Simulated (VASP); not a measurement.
Set up this calculation in VASP 6.6.1, as the native input.

```yaml
Task: single point
Functional: PBE
Potentials_or_basis: VASP PAW PBE potentials, release 64 (Ta_pv)
Cutoff: 520 eV
k_mesh: 15 × 15 × 8
Occupations: fermi-dirac, width 0.08 eV
Spin: no spin polarisation
Dipole_correction: no
Further_INCAR_settings: ALGO = Normal; EDIFF = 1e-06; NBANDS = 18
```

The structure of Ta lies in POSCAR:

```
Ta
1.0
    2.5888443857      0.0000000000      0.0000000000
   -1.2944221928      2.2420050044      0.0000000000
    0.0000000000      0.0000000000      4.5203452259
Ta
2
Direct
    0.3333333333      0.6666666667      0.2500000000
    0.6666666667      0.3333333333      0.7500000000
```

This isn't the form of Ta at room conditions, which is bcc.

One way to write it, as run:

INCAR

```
SYSTEM = Ta
ALGO = Normal
EDIFF = 1E-6
ENCUT = 520
GGA = PE
ISIF = 2
ISMEAR = -1
LASPH = .TRUE.
LCHARG = .TRUE.
LELF = .TRUE.
LREAL = .FALSE.
LVHAR = .TRUE.
LWAVE = .FALSE.
NBANDS = 18
NELM = 100
PREC = Accurate
SIGMA = 0.08
```

KPOINTS

```
k-points
0
G
  15 15 8
  0 0 0
```

Potentials or basis: VASP PAW PBE potentials, release 64 (Ta_pv).

Launch:

```console
$ cat potpaw_PBE.64/Ta_pv/POTCAR > POTCAR
$ mpirun -np 1 vasp_std > vasp.out
```

Results of the run:

The pressure is 130.9 GPa and the band gap on the k mesh is zero (bands 11 and 12 overlap by 4.31 eV).

Caveat: the cell stands under pressure; spin-orbit coupling is left out, which moves the levels of the heavy elements.

Wall time 25 s on 1 thread of Intel(R) Xeon(R) Platinum 8559C (Emerald Rapids), on a shared host, peak memory 0.17 GiB.
